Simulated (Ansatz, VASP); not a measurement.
Two plane-wave programs on HgO

```
CELL_PARAMETERS angstrom
11.39000 0.00000 0.00000
0.00000 11.39000 0.00000
0.00000 0.00000 11.39000
ATOMIC_POSITIONS crystal
Hg 0.59746 0.59746 0.59746
Hg 0.59746 0.40231 0.40231
Hg 0.40231 0.59746 0.40231
Hg 0.40231 0.40231 0.59746
O 0.60469 0.60469 0.39508
O 0.60469 0.39508 0.60469
O 0.39508 0.60469 0.60469
O 0.39508 0.39508 0.39508
```

Alike in both runs: task single point; functional PBE; k mesh 1 × 1 × 1; occupations gaussian, width 0.01 eV; non-collinear spin, spin-orbit coupling.

```csv
,VASP,Ansatz
version,VASP 6.6.1,Ansatz 0.2.0
potentials or method,"VASP PAW PBE potentials, release 64 (Hg, O), cutoff 520 eV","plane waves, PAW"
valence electrons in the cell,72,104
```

Ansatz gave:

```
rms of the force components (eV/Å) : 0.127
net moment per atom (μB)           : 0.00
```

Q: What did VASP give for the same quantities?

A: rms of the force components (eV/Å): 0.080; net moment per atom (μB): 0.00.

Atom by atom the forces differ by 0.102 eV/Å (rms over components). With one functional, cell and mesh, what is left measures potentials, basis and numerics. VASP's potentials hold 72 valence electrons a cell and Ansatz's 104, so a difference there can come from the potentials and not from the codes. Ansatz's warnings: xc potential rough in thin density.
